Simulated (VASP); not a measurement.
# H: single point with PBE

The system is H.

```xyz
16
Lattice="3.3405 5.5353 0.0000 3.3405 -5.5353 0.0000 -3.3405 0.0000 -6.3969" Properties=species:S:1:pos:R:3 pbc="T T T"
H     5.4969   -1.3513   -0.0992
H     2.9304   -3.0723   -0.1191
H     3.9046    0.8897    0.5292
H     1.8459   -0.6219   -0.1507
H    -2.2025   -0.9735   -6.8318
H     0.0901    0.8835   -5.2600
H    -0.4480   -2.8986   -7.2566
H     2.3079   -2.0905   -6.5884
H     1.5995   -4.8890   -4.6364
H     4.5267   -1.1017   -2.0609
H     0.4451   -1.7958   -3.9576
H     0.3250    1.2827   -2.3392
H     1.5303    6.4076   -3.9085
H     0.8319    4.9827   -2.4426
H     3.1141    3.9154   -3.6602
H     0.4257    0.4331   -2.3929
```

This cell differs from its parent crystal: dynamics (nvt nose hoover) at 1200 K, volume x 1.04, from the last frame before.

| Property | Result |
| --- | --- |
| Program | VASP 6.6.1 |
| Task | single point |
| Functional | PBE |
| Potentials or basis | VASP PAW PBE potentials, release 64 (H) |
| Cutoff | 520 eV |
| k mesh | 2 × 2 × 2, shifted |
| Occupations | fermi-dirac, width 0.1034 eV |
| Spin | no spin polarisation |

```
Pressure               : -1.0 GPa
Largest force          : 2.722 eV/Å
Band gap on the k mesh : 8.36 eV
```

Forces in eV/Å, atoms in the order of the input:
```
H    0.082 -0.377  0.006
H   -0.017  0.075 -0.399
H   -0.344  0.013  0.478
H   -2.018 -0.986 -0.839
H    2.023  1.045  0.837
H    0.525  0.025 -0.572
H    0.015 -0.113  0.474
H   -0.063  0.320  0.097
H   -0.178  0.188  0.525
H   -0.175  0.194 -0.129
H   -0.144  0.019  0.065
H    0.346 -2.692 -0.203
H    0.003 -0.108 -0.512
H    0.075 -0.221  0.120
H    0.155 -0.062 -0.076
H   -0.285  2.681  0.127
```

Stress tensor (GPa, compression positive):
```
-0.74 -0.24 -0.27
-0.24 -1.71 -0.33
-0.27 -0.33 -0.43
```

Levels at points of the mesh, in eV from the valence-band top:
```tsv
k point	band 5	band 6	band 7	band 8	band 9	band 10	band 11	band 12
(0.25, 0.25, 0.25)	-0.95	-0.50	-0.34	-0.08	8.59	8.77	9.23	9.37
```

Wall time 95 s on 1 thread of AMD EPYC 7R43 64-Core Processor (Zen 3), with other jobs on the host, peak memory 0.29 GiB.

Caveat: the k points lie up to 0.60 Å⁻¹ apart; the atoms stand as in a frame of molecular dynamics; a shifted mesh leaves out Γ, where band edges can lie; forces of over 1 eV/Å act on the atoms, so gaps and moduli don't describe the material at rest. A k mesh can miss the band edges.
